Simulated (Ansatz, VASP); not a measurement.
Two plane-wave programs on CuO

```
CELL_PARAMETERS angstrom
1.99097 -2.15355 0.00000
1.99097 2.15355 0.00000
0.00000 0.00000 5.15593
ATOMIC_POSITIONS crystal
Cu 0.50000 0.00000 0.00000
Cu 0.00000 0.50000 0.50000
O 0.50000 0.50000 0.25000
O 0.50000 0.50000 0.75000
```

Alike in both runs: task relaxation of cell and atoms; functional r2SCAN; k mesh 9 × 9 × 5; occupations fermi-dirac, width 0.05 eV; no spin polarisation; Hubbard terms Cu d U = 5.3 eV.

|  | VASP | Ansatz |
| --- | --- | --- |
| version | VASP 6.6.1 | Ansatz 0.2.0 |
| potentials or method | VASP PAW PBE potentials, release 64 (Cu, O) | Ansatz PAW |
| plane-wave cutoff (eV) | 600 | 500 |
| valence electrons in the cell | 34 | 50 |

|  | VASP | Ansatz | Ansatz less VASP |
| --- | --- | --- | --- |
| gap on the k mesh at the Fermi level, each at its own relaxed structure (eV) | none | none | - |
| relaxed volume (Å³/atom) | 10.50 | 10.90 | +0.402 |
| relaxed length of the cell vector where the two differ most in proportion (Å) | 2.868 | 2.909 | +0.0414 |

VASP's potentials were made for PBE, not for r2SCAN. The programs project onto different local orbitals, so the same U acts differently, and such runs can settle in different states. A gap of «none» marks a metal or a gap that the smearing closes. VASP's potentials hold 34 valence electrons a cell and Ansatz's 50, so a difference there can come from the potentials and not from the codes.

Noted on Ansatz's run: the plane-wave basis is chosen anew once the cell has moved, so the energies of steps on either side of that aren't comparable.
